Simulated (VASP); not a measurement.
## TiSi2: single point with PBE

TiSi2:

```
Ti Si
1.0
     1.82139   -6.60118    0.00000
     1.82139    6.60118    0.00000
     0.00000    0.00000    3.67535
Ti Si
2 4
Direct
  0.89681 0.10319 0.75000
  0.10319 0.89681 0.25000
  0.55914 0.44086 0.75000
  0.44086 0.55914 0.25000
  0.24983 0.75017 0.75000
  0.75017 0.24983 0.25000
```

```yaml
Program: VASP 6.6.1
Task: single point
Functional: PBE
Potentials_or_basis: VASP PAW PBE potentials, release 64 (Ti_sv, Si)
Cutoff: 520 eV
k_mesh: 12 × 12 × 12
Occupations: gaussian, width 0.15 eV
Spin: no spin polarisation
```

```json
{"Pressure": "-4.0 GPa", "Largest force": "0.327 eV/Å", "Band gap on the k mesh": "zero (band 20 reaches 10.47 eV, above the bottom of band 21 at 9.54 eV)"}
```

Forces in eV/Å, atoms in the order of the input:
```
Ti   0.000 -0.327  0.000
Ti   0.000  0.327  0.000
Si   0.000 -0.152  0.000
Si   0.000  0.152  0.000
Si   0.000  0.027  0.000
Si   0.000 -0.027  0.000
```

Stress tensor (GPa, compression positive):
```
-7.45  0.00  0.00
 0.00  3.39  0.00
 0.00  0.00 -7.93
```

Levels at points of the mesh, in eV from the Fermi level:
```csv
k point,band 17,band 18,band 19,band 20,band 21,band 22,band 23,band 24
"(0.00, 0.00, 0.00)",-2.20,-1.80,-1.65,0.37,0.55,0.75,0.85,1.13
"(0.50, 0.00, 0.00)",-1.74,-1.12,-0.68,-0.54,-0.52,0.72,1.19,1.41
"(0.50, 0.50, 0.00)",-2.53,-2.12,-0.92,0.27,0.52,0.54,0.87,1.04
"(0.00, 0.00, 0.50)",-1.33,-1.33,-0.06,-0.06,1.11,1.11,1.39,1.39
"(0.50, 0.00, 0.50)",-2.89,-2.89,-2.29,-2.29,1.64,1.64,1.65,1.65
"(0.50, 0.50, 0.50)",-2.12,-2.12,-1.00,-1.00,0.40,0.40,1.46,1.46
```

It took 20 min on 1 thread of Intel(R) Xeon(R) Platinum 8259CL CPU @ 2.50GHz (Skylake/Cascade Lake) (shared host), peak memory 0.73 GiB.
